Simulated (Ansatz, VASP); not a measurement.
## HfSiO4: VASP beside Ansatz

File INCAR:

```
SYSTEM = HfSiO4
ALGO     = Normal         ! electronic algorithm
EDIFF    = 1E-6           ! SCF threshold, eV
ENCUT    = 600            ! plane-wave cutoff, eV
GGA      = PE             ! functional
GGA_COMPAT= .FALSE.      
ISIF     = 2              ! what is computed and relaxed
ISMEAR   = 0              ! smearing method
LASPH    = .TRUE.         ! aspherical terms in the spheres
LCHARG   = .FALSE.        ! write CHGCAR
LREAL    = .FALSE.        ! projectors in reciprocal space
LWAVE    = .FALSE.        ! write WAVECAR
NBANDS   = 28             ! bands
NELM     = 120            ! most SCF steps
PREC     = Accurate       ! precision mode
SIGMA    = 0.1            ! smearing width, eV
```

The input KPOINTS:

```
k-points
0
G
  4 4 6
  0 0 0
```

Contents of POSCAR:

```
HfSiO4
1.0
    3.3543513700     -3.3543513700      0.0000000000
    3.3543513700      3.3543513700      0.0000000000
    0.0000000000      0.0000000000      3.1589586700
Hf Si O
1 1 4
Direct
    0.0000000000      0.0000000000      0.0000000000
    0.5000000000      0.5000000000      0.5000000000
    0.1949551200      0.1949551200      0.5000000000
    0.6949551200      0.3050448800      0.0000000000
    0.3050448800      0.6949551200      0.0000000000
    0.8050448800      0.8050448800      0.5000000000
```

Input for Ansatz:

```yaml
crystal:
  lattice:
    - [3.35435137, -3.35435137, 0.0]
    - [3.35435137, 3.35435137, 0.0]
    - [0.0, 0.0, 3.15895867]
  atoms:
    - { symbol: Hf, position: [0.0, 0.0, 0.0] }
    - { symbol: Si, position: [0.5, 0.5, 0.5] }
    - { symbol: O, position: [0.19495512, 0.19495512, 0.5] }
    - { symbol: O, position: [0.69495512, 0.30504488, 0.0] }
    - { symbol: O, position: [0.30504488, 0.69495512, 0.0] }
    - { symbol: O, position: [0.80504488, 0.80504488, 0.5] }
basis:
  ecutwfc: 420
kpoints:
  mp_grid: { grid: [4, 4, 6] }
hamiltonian:
  xc: pbe
scf:
  occupations: { method: gaussian, width: 0.1 }
  lower_state_search: "off"
output:
  forces: true
  stress: true
  eigenvalues: true
```

Alike in both runs: task single point; functional PBE; k mesh 4 × 4 × 6; occupations gaussian, width 0.1 eV; no spin polarisation.

```csv
,VASP,Ansatz
version,VASP 6.6.1,Ansatz 0.2.0
potentials or method,"VASP PAW PBE potentials, release 64 (Hf_pv, Si, O), cutoff 600 eV","scalar-relativistic, plane waves, PAW"
valence electrons in the cell,38,54
```

Ansatz gave:

| Item | Value |
| --- | --- |
| gap on the k mesh at the Fermi level (eV) | 1.33 |
| least direct gap on the mesh (eV) | 1.33 |
| pressure (GPa) | -14.7 |
| traceless stress, the component that is largest in VASP (GPa) | 10.38 |
| rms of the force components (eV/Å) | 1.684 |

Task: What did VASP give for the same quantities?

Result: gap on the k mesh at the Fermi level (eV): 1.29; least direct gap on the mesh (eV): 1.29; pressure (GPa): -16.4; traceless stress, the component that is largest in VASP (GPa): 10.31; rms of the force components (eV/Å): 1.599.

Atom by atom the forces differ by 0.087 eV/Å (rms over components). With one functional, cell and mesh, what is left measures potentials, basis and numerics. VASP's potentials hold 38 valence electrons a cell and Ansatz's 54, so a difference there can come from the potentials and not from the codes.

Spin-orbit coupling is off throughout.
